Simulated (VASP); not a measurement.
Here is a VASP 6.6.1 calculation.

Contents of INCAR:

```
ALGO = Normal ; EDIFF = 1E-6
ENCUT = 520 ; GGA = PE
ISIF = 2 ; ISMEAR = 0
ISPIN = 2 ; LASPH = True
LCHARG = False ; LMAXMIX = 4
LORBIT = 11 ; LREAL = False
LWAVE = False ; MAGMOM = 2 -2 0 0 0 0
NBANDS = 39 ; NELM = 150
PREC = Accurate ; SIGMA = 0.05
```

File KPOINTS:

```
k-points
0
Gamma
  10 10 2
```

The input POSCAR:

```
WS2
1.0
    3.1878273111      0.0000000001      0.0000000000
   -1.5939136556      2.7607394343      0.0000000000
    0.0000000000      0.0000000000     14.8571278143
W S
2 4
Direct
    0.3333333333      0.6666666667      0.2500000000
    0.6666666667      0.3333333333      0.7500000000
    0.3333333333      0.6666666667      0.6442570267
    0.6666666667      0.3333333333      0.1442570267
    0.3333333333      0.6666666667      0.8557429733
    0.6666666667      0.3333333333      0.3557429733
```

Potentials or basis: VASP PAW PBE potentials, release 64 (W_sv, S).

Command:

```console
$ cat potpaw_PBE.64/W_sv/POTCAR potpaw_PBE.64/S/POTCAR > POTCAR
$ mpirun -np 1 vasp_std > vasp.out
```

Task: Estimate the largest force.

Result: 0.004 eV/Å.

Task: What does it give for the pressure?

Result: 0.0 GPa.

Task: Predict the net moment.

Result: 0.00 μB per cell.

Task: Predict the band gap on the k mesh.

Result: 1.78 eV (least direct gap 2.14 eV).

Forces in eV/Å, atoms in the order of the input:
```
W    0.000  0.000  0.000
W    0.000  0.000  0.000
S    0.000  0.000 -0.004
S    0.000  0.000 -0.004
S    0.000  0.000  0.004
S    0.000  0.000  0.004
```

Caveat: spin-orbit coupling is left out, which moves the levels of the heavy elements; this functional lacks dispersion, which binds layers or chains, so the pressure and a relaxed spacing across them are unreliable. A k mesh can miss the band edges.
